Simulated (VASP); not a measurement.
The system is ZnO.

```
Zn O
1.0
     3.08693    0.00000    0.00000
    -1.54346    2.67336    0.00000
     0.00000    0.00000    5.07371
Zn O
2 2
Cartesian
  0.0000 1.7822 0.0000
  1.5435 0.8911 2.5369
  0.0000 1.7822 1.9387
  1.5435 0.8911 4.4755
```

This cell differs from its parent crystal: strain -0.050 along x and y, -0.025 along z.

Base run:

| Item | Value |
| --- | --- |
| Program | VASP 6.6.1 |
| Functional | PBEsol |
| Potentials or basis | VASP PAW PBE potentials, release 64 (Zn, O_h) |
| Cutoff | 910 eV |
| k mesh | 9 × 9 × 6 |
| Occupations | gaussian, width 0.05 eV |
| Spin | no spin polarisation |

Its results: band gap on the k mesh 0.82 eV, direct; pressure 23.8 GPa; largest force 0.440 eV/Å.

The run is repeated on the same cell with these changes: potentials or basis from VASP PAW PBE potentials, release 64 (Zn, O_h) to VASP PAW PBE potentials, release 64 (Zn, O); cutoff from 910 eV to 520 eV; further incar settings from ALGO = Normal; EDIFF = 1e-06; NBANDS = 26 to ALGO = Normal; EDIFF = 1e-07; NBANDS = 26. What comes out?

Band gap on the k mesh 0.82 eV, direct; pressure 24.2 GPa; largest force 0.444 eV/Å.

Caveats: the PAW data sets were made with another functional, which shifts forces and pressure a little; the cutoff is under 1.25 times the usual one of these potentials, so pressure, stress and relaxed cells hold a basis-set (Pulay) error (some runs).

